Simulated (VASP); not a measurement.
AlAs (r.bs): single point with r2SCAN

AlAs (r.bs):

```
Al As
1.0
     0.00000    2.84000    2.84000
     2.84000    0.00000    2.84000
     2.84000    2.84000    0.00000
Al As
1 1
Direct
  0.00000 0.00000 0.00000
  0.25000 0.25000 0.25000
```

* Program: VASP 6.6.1
* Task: single point
* Functional: r2SCAN
* Potentials or basis: VASP PAW PBE potentials, release 64 (Al, As)
* Cutoff: 550 eV
* k mesh: 6 × 6 × 6
* Occupations: gaussian, width 0.1 eV
* Spin: no spin polarisation
* Dipole correction: no
* Further INCAR settings: ALGO = Normal; EDIFF = 1e-06; NBANDS = 11

* Pressure: -0.1 GPa
* Band gap on the k mesh: 1.80 eV, indirect (least direct gap 2.62 eV)

Levels at points of the mesh, in eV from the valence-band top:
```csv
k point,band 2,band 3,band 4,band 5,band 6,band 7
"(0.00, 0.00, 0.00)",0.00,0.00,0.00,2.62,4.69,4.69
"(0.50, 0.00, 0.00)",-5.65,-0.84,-0.84,2.61,5.09,5.09
"(0.50, 0.50, 0.00)",-5.51,-2.22,-2.22,1.80,2.68,11.10
```

It took 32 s on 1 thread of Intel Xeon 6975P-C (shared host), peak memory 0.18 GiB.

Caveat: the PAW data sets were made with another functional, which shifts forces and pressure a little. A k mesh can miss the band edges.
